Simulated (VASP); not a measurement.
# MgO (Periclase): single point with PBE

Crystal: MgO (Periclase).

```
Mg O
1.0
     0.00000    2.14307    2.14307
     2.14307    0.00000    2.14307
     2.14307    2.14307    0.00000
Mg O
1 1
Direct
  0.00000 0.00000 0.00000
  0.50000 0.50000 0.50000
```

```
Program             : VASP 6.6.1
Task                : single point
Functional          : PBE
Potentials or basis : VASP PAW PBE potentials, release 64 (Mg, O)
Cutoff              : 600 eV
k mesh              : 8 × 8 × 8
Occupations         : gaussian, width 0.01 eV
Spin                : no spin polarisation
```

```json
{
 "Pressure": "-4.3 GPa",
 "Band gap on the k mesh": "4.23 eV, direct"
}
```

Levels at points of the mesh, in eV from the valence-band top:
```csv
k point,band 1,band 2,band 3,band 4,band 5,band 6,band 7,band 8
"(0.00, 0.00, 0.00)",-17.00,0.00,0.00,0.00,4.23,15.50,15.50,15.50
"(0.50, 0.00, 0.00)",-15.85,-4.39,-0.60,-0.60,7.57,12.02,15.78,15.78
"(0.50, 0.50, 0.00)",-15.61,-3.87,-1.28,-1.28,9.05,9.41,12.55,18.19
```

Run time: 13 s on 1 thread of AMD EPYC 7R13 (shared host), peak memory 0.11 GiB.

As with any semilocal functional, this PBE gap is likely too small.
